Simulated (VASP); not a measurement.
# Li3Sc (I4/mmm) in VASP: single point with PBE

Aim: the single point of Li3Sc with PBE.

Program: VASP 6.6.1. These are calculated values, not measurements. Logs are shortened: lines on timing, memory, paths and dates and some standing lists are left out, and cuts for length are marked.

## Step 1: The cell of the first run

It takes space group I4/mmm (No. 139, tetragonal). The conventional cell has a = 4.240 Å, b = 4.240 Å, c = 9.122 Å, α = 90.00°, β = 90.00°, γ = 90.00°. Li (site symmetry 4/mmm) has 4 Sc at 3.00 Å and 8 Li at 3.11 Å within 3.9 Å. Within 3.9 Å of Li (site symmetry -4m2) lie 8 Li at 3.00 to 3.11 Å and 4 Sc at 3.11 Å. Within 3.9 Å of Sc (site symmetry 4/mmm) lie 12 Li at 3.00 to 3.11 Å.

## Step 2: Single point, PBE

The input, INCAR:

```
PREC = Accurate ; ENCUT = 520
EDIFF = 1E-6 ; ISMEAR = 0
SIGMA = 0.1 ; LREAL = False
LASPH = True ; NELM = 60
ALGO = Fast ; ISIF = 2
LWAVE = False ; LCHARG = False
GGA = PE ; NBANDS = 18
```

The input, KPOINTS:

```
regular mesh
0
Gamma
  16 16 16
```

The input, POSCAR:

```
Li3Sc
1.0
   -2.1200443394      2.1200443394      4.5610536694
    2.1200443394     -2.1200443394      4.5610536694
    2.1200443394      2.1200443394     -4.5610536694
Li Sc
3 1
Direct
    0.5000000000      0.5000000000      0.0000000000
    0.2500000000      0.7500000000      0.5000000000
    0.7500000000      0.2500000000      0.5000000000
    0.0000000000      0.0000000000      0.0000000000
```

Potentials or basis: VASP PAW PBE potentials, release 64 (Li_sv, Sc_sv).

Launch:

```
cat potpaw_PBE.64/Li_sv/POTCAR potpaw_PBE.64/Sc_sv/POTCAR > POTCAR
mpirun -np 1 vasp_std > vasp.out
```

OUTCAR:

```text
PREC = Accurate
   ENCUT = 520
   EDIFF = 1E-6
   ISMEAR = 0
   LREAL = False
   LASPH = True
   NELM = 60
   ISIF = 2
   GGA = PE

 ion  position               nearest neighbor table
   1  0.500  0.500  0.000-   4 3.00   4 3.00   4 3.00   4 3.00
   2  0.250  0.750  0.500-
   3  0.750  0.250  0.500-
   4  0.000  0.000  0.000-   1 3.00   1 3.00   1 3.00   1 3.00

  LATTYP: Found a body centered tetragonal cell.
 ALAT       =     4.2400886788
 C/A-ratio  =     2.1513954141

  Lattice vectors:

 A1 = (  -2.1200443394,   2.1200443394,   4.5610536694)
 A2 = (   2.1200443394,  -2.1200443394,   4.5610536694)
 A3 = (   2.1200443394,   2.1200443394,  -4.5610536694)

Analysis of symmetry for initial positions (statically):
=====================================================================
 Subroutine PRICEL returns:
 Original cell was already a primitive cell.

 Routine SETGRP: Setting up the symmetry group for a
 body centered tetragonal supercell.

 Subroutine GETGRP returns: Found 16 space group operations
 (whereof 16 operations were pure point group operations)
 out of a pool of 16 trial point group operations.

The static configuration has the point symmetry D_4h.

Analysis of symmetry for dynamics (positions and initial velocities):
=====================================================================
 Subroutine PRICEL returns:
 Original cell was already a primitive cell.

 Routine SETGRP: Setting up the symmetry group for a
 body centered tetragonal supercell.

 Subroutine GETGRP returns: Found 16 space group operations
 (whereof 16 operations were pure point group operations)
 out of a pool of 16 trial point group operations.

The dynamic configuration has the point symmetry D_4h.

 Subroutine INISYM returns: Found 16 space group operations
 (whereof 16 operations are pure point group operations),
 and found     1 'primitive' translations

----------------------------------------------------------------------------------------

                                     Primitive cell

  volume of cell :      82.0002

  direct lattice vectors                    reciprocal lattice vectors
    -2.120044339  2.120044339  4.561053669     0.000000000  0.235844124  0.109623792
     2.120044339 -2.120044339  4.561053669     0.235844124  0.000000000  0.109623792
     2.120044339  2.120044339 -4.561053669     0.235844124  0.235844124  0.000000000

  length of vectors
     5.458240245  5.458240245  5.458240245     0.260076578  0.260076578  0.333533959

  position of ions in fractional coordinates (direct lattice)
     0.500000000  0.500000000  0.000000000
     0.250000000  0.750000000  0.500000000
     0.750000000  0.250000000  0.500000000
     0.000000000  0.000000000  0.000000000

  ion indices of the primitive-cell ions
   primitive index   ion index
                 1           1
                 2           2
                 3           3
                 4           4

----------------------------------------------------------------------------------------

 KPOINTS: regular mesh

Automatic generation of k-mesh.
 Grid dimensions read from file:
 generate k-points for:   16   16   16

 Generating k-lattice:

  Cartesian coordinates                     Fractional coordinates (reciprocal lattice)
     0.000000000  0.014740258  0.006851487     0.062500000  0.000000000  0.000000000
     0.014740258  0.000000000  0.006851487     0.000000000  0.062500000  0.000000000
     0.014740258  0.014740258  0.000000000     0.000000000  0.000000000  0.062500000

  Length of vectors
     0.016254786  0.016254786  0.020845872

  Shift w.r.t. Gamma in fractional coordinates (k-lattice)
     0.000000000  0.000000000  0.000000000

 Subroutine IBZKPT returns following result:
 ===========================================

 Found    349 irreducible k-points:

 Following reciprocal coordinates:
            Coordinates               Weight
  0.000000  0.000000  0.000000      1.000000
  0.062500  0.000000 -0.000000      8.000000
  0.125000  0.000000 -0.000000      8.000000
  0.187500  0.000000 -0.000000      8.000000
  0.250000  0.000000 -0.000000      8.000000
  0.312500  0.000000 -0.000000      8.000000
[... 16 lines left out ...]
 -0.125000  0.062500  0.000000     16.000000
 -0.062500  0.062500  0.000000      4.000000
 [... further k-points ...]
   k-points           NKPTS =    349   k-points in BZ     NKDIM =    349   number of bands    NBANDS=     18
   number of dos      NEDOS =    301   number of ions     NIONS =      4
   total plane-waves  NPLWV =  74088
   dimension x,y,z NGX =    42 NGY =   42 NGZ =   42
   dimension x,y,z NGXF=    84 NGYF=   84 NGZF=   84
   ions per type =               3   1
   NGX,Y,Z   is equivalent  to a cutoff of  12.79, 12.79, 12.79 a.u.
   NGXF,Y,Z  is equivalent  to a cutoff of  25.58, 25.58, 25.58 a.u.
 SYSTEM =  unknown system
   PREC   = accura    normal or accurate (medium, high low for compatibility)
   ISTART =      0    job   : 0-new  1-cont  2-samecut
   ICHARG =      2    charge: 1-file 2-atom 10-const
   ISPIN  =      1    spin polarized calculation?
   LNONCOLLINEAR =      F non collinear calculations
   LSORBIT =      F    spin-orbit coupling
   LASPH  =      T    aspherical Exc in radial PAW
   ENCUT  =  520.0 eV  38.22 Ry    6.18 a.u.  10.15 10.15 10.15*2*pi/ulx,y,z
   NELM   =     60;   NELMIN=  2; NELMDL= -5     # of ELM steps
   EDIFF  = 0.1E-05   stopping-criterion for ELM
   LREAL  =      F    real-space projection
   EDIFFG = 0.1E-04   stopping-criterion for IOM
   NSW    =      0    number of steps for IOM
   IBRION =     -1    ionic relax: 0-MD 1-quasi-New 2-CG
   NFREE  =      0    steps in history (QN), initial steepest desc. (CG)
   ISIF   =      2    stress and relaxation
   ISYM   =      2    0-nonsym 1-usesym 2-fastsym
   POTIM  = 0.5000    time-step for ionic-motion
   TEBEG  =    0.0;   TEEND  =   0.0 temperature during run
   PSTRESS=    0.0 pullay stress
   NELECT =      20.0000    total number of electrons
   NUPDOWN=      -1.0000    fix difference up-down
   EMIN   =  10.00;   EMAX   =-10.00  energy-range for DOS
   EFERMI =   0.00;   METHOD = LEGACY
   ISMEAR =     0;   SIGMA  =   0.10  broadening in eV -4-tet -1-fermi 0-gaus
   EFERMI_NEDOS =   21; number of points for ismear=-14 and -15
   IALGO  =     68    algorithm
   IMIX   =      4    mixing-type and parameters
     AMIX     =   0.40;   BMIX     =  1.00
     AMIX_MAG =   1.60;   BMIX_MAG =  1.00
  volume/ion in A,a.u.               =      20.50       138.34
  Fermi-wavevector in a.u.,A,eV,Ry     =   1.022853  1.932912 14.234794  1.046228
  Thomas-Fermi vector in A             =   2.156555
   LORBIT       =      0    0 simple, 1 ext, 2 COOP (PROOUT), +10 PAW based schemes
   GGA     = PE    functional components
   LHFCALC =     F    Hartree Fock is set to
   AEXX    =    0.0000 exact exchange contribution
   IVDW    =     0    specifies the selected vdW correction
   LEPSILON=     F    determine dielectric tensor
   LRPA    =     F    only Hartree local field effects (RPA)
 non-spin polarized calculation
 RMM-DIIS sequential band-by-band and
 Gauss-broadening in eV      SIGMA  =   0.10
  energy-cutoff  :      520.00
  volume of cell :       82.00
 maximum number of plane-waves:      2233
 NGX is ok and might be reduce to    42
   NGX = 21   NGY = 21   NGZ = 21

 number of electron      20.0000001 magnetization

 Free energy of the ion-electron system (eV)
  ---------------------------------------------------
  ext. energy  EPLUGINS =         0.00000000
  ---------------------------------------------------
  free energy    TOTEN  =       -11.14739919 eV

  energy without entropy =      -11.12844794  energy(sigma->0) =      -11.13792357

 E-fermi :   1.5900     XC(G=0):  -8.0515

 val. band max:        1.5893841408   @ k =   0.1250   0.1250  -0.0000
 cond. band min:       1.5903508726   @ k =  -0.2500   0.1250   0.0625
 fundamental gap:      0.0009667318
 Fermi energy:         1.5900385506

 k-point     1 :       0.0000    0.0000    0.0000
  band No.  band energies     occupation
      1     -48.8103      2.00000
      2     -44.3318      2.00000
      3     -44.3160      2.00000
      4     -44.1258      2.00000
      5     -27.4924      2.00000
      6     -27.3717      2.00000
[... 10 lines left out ...]
     17       6.6723      0.00000
     18       6.8570      0.00000

 k-point     2 :       0.0625    0.0000   -0.0000
  band No.  band energies     occupation
      1     -48.8103      2.00000
      2     -44.3317      2.00000
      3     -44.3161      2.00000
      4     -44.1258      2.00000
      5     -27.4924      2.00000
      6     -27.3721      2.00000
[... 10 lines left out ...]
     17       6.1513      0.00000
     18       6.8607      0.00000

 k-point     3 :       0.1250    0.0000   -0.0000
  band No.  band energies     occupation
      1     -48.8102      2.00000
      2     -44.3312      2.00000
      3     -44.3165      2.00000
      4     -44.1259      2.00000
      5     -27.4923      2.00000
      6     -27.3734      2.00000
[... 10 lines left out ...]
     17       5.8568      0.00000
     18       7.1004      0.00000

 k-point     4 :       0.1875    0.0000   -0.0000
  band No.  band energies     occupation
      1     -48.8101      2.00000
      2     -44.3305      2.00000
      3     -44.3173      2.00000
      4     -44.1259      2.00000
      5     -27.4922      2.00000
      6     -27.3752      2.00000
[... 10 lines left out ...]
     17       5.9536      0.00000
     18       7.4941      0.00000

 k-point     5 :       0.2500    0.0000   -0.0000
  band No.  band energies     occupation
      1     -48.8100      2.00000
      2     -44.3295      2.00000
      3     -44.3183      2.00000
      4     -44.1260      2.00000
      5     -27.4921      2.00000
      6     -27.3775      2.00000
[... 10 lines left out ...]
     17       6.0525      0.00000
     18       7.8538      0.00000

 k-point     6 :       0.3125    0.0000   -0.0000
  band No.  band energies     occupation
      1     -48.8099      2.00000
      2     -44.3282      2.00000
      3     -44.3194      2.00000
      4     -44.1260      2.00000
      5     -27.4919      2.00000
      6     -27.3797      2.00000
[... 10 lines left out ...]
     17       6.1571      0.00000
     18       7.8937      0.00000

 k-point     7 :       0.3750    0.0000   -0.0000
  band No.  band energies     occupation
      1     -48.8098      2.00000
      2     -44.3269      2.00000
      3     -44.3208      2.00000
      4     -44.1261      2.00000
      5     -27.4918      2.00000
      6     -27.3816      2.00000
[... 10 lines left out ...]
     17       6.2729      0.00000
     18       8.0448      0.00000

 k-point     8 :       0.4375    0.0000   -0.0000
  band No.  band energies     occupation
      1     -48.8097      2.00000
      2     -44.3254      2.00000
      3     -44.3223      2.00000
      4     -44.1261      2.00000
      5     -27.4918      2.00000
      6     -27.3828      2.00000
[... 10 lines left out ...]
     17       6.3842      0.00000
     18       8.1815      0.00000
[... 229 lines left out ...]
     17       6.3864      0.00000
     18       7.5090      0.00000

 k-point    20 :      -0.3125    0.0625    0.0000
  band No.  band energies     occupation
      1     -48.8099      2.00000
      2     -44.3282      2.00000
      3     -44.3195      2.00000
      4     -44.1260      2.00000
      5     -27.4919      2.00000
      6     -27.3796      2.00000
[... 10 lines left out ...]
     17       6.3140      0.00000
     18       7.5896      0.00000

 k-point    21 :      -0.2500    0.0625    0.0000
  band No.  band energies     occupation
      1     -48.8100      2.00000
      2     -44.3294      2.00000
      3     -44.3183      2.00000
      4     -44.1260      2.00000
      5     -27.4920      2.00000
      6     -27.3774      2.00000
[... 10 lines left out ...]
     17       6.2329      0.00000
     18       7.4429      0.00000

 k-point    22 :      -0.1875    0.0625    0.0000
  band No.  band energies     occupation
      1     -48.8101      2.00000
      2     -44.3304      2.00000
      3     -44.3174      2.00000
      4     -44.1259      2.00000
      5     -27.4921      2.00000
      6     -27.3752      2.00000
[... 10 lines left out ...]
     17       6.1074      0.00000
     18       7.1825      0.00000

 k-point    23 :      -0.1250    0.0625    0.0000
  band No.  band energies     occupation
      1     -48.8102      2.00000
      2     -44.3311      2.00000
      3     -44.3167      2.00000
      4     -44.1259      2.00000
      5     -27.4922      2.00000
      6     -27.3733      2.00000
[... 10 lines left out ...]
     17       5.9281      0.00000
     18       6.8826      0.00000

 k-point    24 :      -0.0625    0.0625    0.0000
  band No.  band energies     occupation
      1     -48.8103      2.00000
      2     -44.3315      2.00000
      3     -44.3163      2.00000
      4     -44.1259      2.00000
      5     -27.4923      2.00000
      6     -27.3721      2.00000
[... 10 lines left out ...]
     17       5.8647      0.00000
     18       6.7959      0.00000

 [... further k-points ...]

------------------------ aborting loop because EDIFF is reached ----------------------------------------

  FORCE on cell =-STRESS in cart. coord.  units (eV):
  Direction    XX          YY          ZZ          XY          YZ          ZX
  --------------------------------------------------------------------------------------
  -------------------------------------------------------------------------------------
  Total       -0.0195397     -0.0195397     -0.0238369      0.0000000      0.0000000     -0.0000000
  in kB       -0.3817807     -0.3817807     -0.4657418      0.0000000      0.0000000     -0.0000000
  external PRESSURE =      -0.4097677 kB  Pullay stress =       0.0000000 kB

 VOLUME and BASIS-vectors are now :
 -----------------------------------------------------------------------------
  energy-cutoff  :      520.00
  volume of cell :       82.00
      direct lattice vectors                 reciprocal lattice vectors
    -2.120044339  2.120044339  4.561053669     0.000000000  0.235844124  0.109623792
     2.120044339 -2.120044339  4.561053669     0.235844124  0.000000000  0.109623792
     2.120044339  2.120044339 -4.561053669     0.235844124  0.235844124  0.000000000

 POSITION                                       TOTAL-FORCE (eV/Angst)
 -----------------------------------------------------------------------------------
      0.00000      0.00000      4.56105        -0.000000      0.000000      0.000000
      2.12004     -0.00000      2.28053        -0.000000      0.000000     -0.000000
     -0.00000      2.12004      2.28053         0.000000     -0.000000     -0.000000
      0.00000      0.00000      0.00000        -0.000000      0.000000      0.000000
 -----------------------------------------------------------------------------------
    total drift:                               -0.000000     -0.000000      0.000000

  FREE ENERGIE OF THE ION-ELECTRON SYSTEM (eV)
  ---------------------------------------------------
  free  energy   TOTEN  =       -11.1473991898 eV

  energy  without entropy=      -11.1284479419  energy(sigma->0) =      -11.13792357
```

Wall time 22 min (1 thread of Intel Xeon 6975P-C (Granite Rapids), shared host); peak memory 0.62 GiB.

Results:

- Free energy: -11.1474 eV
- Band gap on the k mesh: zero (bands 10 and 11 overlap by 0.65 eV)

Caveat: the cutoff is under 1.25 times the usual one of these potentials, so pressure, stress and relaxed cells hold a basis-set (Pulay) error.
